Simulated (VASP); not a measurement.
Wanted: the native input for a VASP 6.6.1 run.

```
Task                   : single point
Functional             : PBEsol
Potentials or basis    : VASP PAW PBE potentials, release 64 (Si, Ni)
Cutoff                 : 520 eV
k mesh                 : 12 × 12 × 12
Occupations            : fermi-dirac, width 0.05 eV
Spin                   : no spin polarisation
Dipole correction      : no
Further INCAR settings : ALGO = Normal; EDIFF = 1e-07; NBANDS = 16
```

The structure of Si2Ni lies in POSCAR:

```
Si2Ni
1.0
    0.0000000000      2.6940882850      2.6940882850
    2.6940882850      0.0000000000      2.6940882850
    2.6940882850      2.6940882850      0.0000000000
Si Ni
2 1
Direct
    0.2500000000      0.2500000000      0.2500000000
    0.7500000000      0.7500000000      0.7500000000
    0.0000000000      0.0000000000      0.0000000000
```

The input as run:

INCAR

```
SYSTEM = Si2Ni
PREC = Accurate
ENCUT = 520
EDIFF = 1E-7
ISMEAR = -1
SIGMA = 0.05
LREAL = .False.
LASPH = .True.
NELM = 100
ALGO = Normal
ISIF = 2
LWAVE = .False.
LCHARG = .True.
GGA = PS
LELF = .True.
LVHAR = .True.
NBANDS = 16
```

KPOINTS

```
Automatic mesh
0
Gamma
  12 12 12
  0 0 0
```

Potentials or basis: VASP PAW PBE potentials, release 64 (Si, Ni).

Command:

```bash
$ cat potpaw_PBE.64/Si/POTCAR potpaw_PBE.64/Ni/POTCAR > POTCAR
$ mpirun -np 1 vasp_std > vasp.out
```

It gave:

```json
{"Pressure": "0.2 GPa", "Band gap on the k mesh": "zero (band 9 reaches 12.23 eV, above the bottom of band 10 at 10.10 eV)"}
```

Caveat: the PAW data sets were made with another functional, which shifts forces and pressure a little.

Run time: 41 s on 1 thread of Intel(R) Xeon(R) Platinum 8488C (Sapphire Rapids) (shared host), peak memory 0.17 GiB.
